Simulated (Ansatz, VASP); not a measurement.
# One calculation of In, two programs

```
In
1.0
     3.33548    0.00000    0.00000
    -1.66774    2.88861    0.00000
     0.00000    0.00000    5.50914
In
2
Cartesian
  1.6677 0.9629 4.1319
  0.0000 1.9257 1.3773
```

Alike in both runs: functional HSE06; k mesh 5 × 5 × 3; occupations fermi-dirac, width 0.05 eV; no spin polarisation.

|  | VASP | Ansatz |
| --- | --- | --- |
| version | VASP 6.6.1 | Ansatz 0.2.0 |
| potentials or method | VASP PAW PBE potentials, release 64 (In_d) | Ansatz PAW |
| plane-wave cutoff (eV) | 520 | 420 |
| valence electrons in the cell | 26 | 26 |
| task | single point | projected density of states |

|  | VASP | Ansatz | Ansatz less VASP |
| --- | --- | --- | --- |
| gap on the k mesh at the Fermi level (eV) | none | none | - |
| pressure (GPa) | 0.1 | 0.1 | +0.03 |
| traceless stress, the component that is largest in VASP (GPa) | 0.35 | 0.35 | +0.004 |

A gap of «none» marks a metal or a gap that the smearing closes.

The k mesh is coarse, so the values compare programs but aren't converged.
